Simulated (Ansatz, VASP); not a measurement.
## One calculation of AlSn, two programs

```
Sn Al
1.0
     4.16993    0.00000    0.00000
    -2.08496    3.61126    0.00000
     0.00000    0.00000    3.28465
Sn Al
1 1
Direct
  0.33333 0.66667 0.50000
  0.00000 0.00000 0.00000
```

Change from the starting cell: volume scaled by 0.98.

Alike in both runs: task single point; functional PBEsol; k mesh 7 × 7 × 8; occupations fermi-dirac, width 0.05 eV; no spin polarisation.

|  | VASP | Ansatz |
| --- | --- | --- |
| version | VASP 6.6.1 | Ansatz 0.2.0 |
| potentials or method | VASP PAW PBE potentials, release 64 (Sn_d, Al), cutoff 520 eV | all-electron LAPW, scalar-relativistic |

```tsv
	VASP	Ansatz	Ansatz less VASP
gap on the k mesh at the Fermi level (eV)	none	none	-
pressure (GPa)	-0.8	-0.8	+0.03
traceless stress, the component that is largest in VASP (GPa)	0.32	0.32	+0.001
```

VASP's potentials were made for PBE, not for PBEsol. A gap of «none» marks a metal or a gap that the smearing closes. Ansatz ran all-electron here, and VASP with PAW potentials.
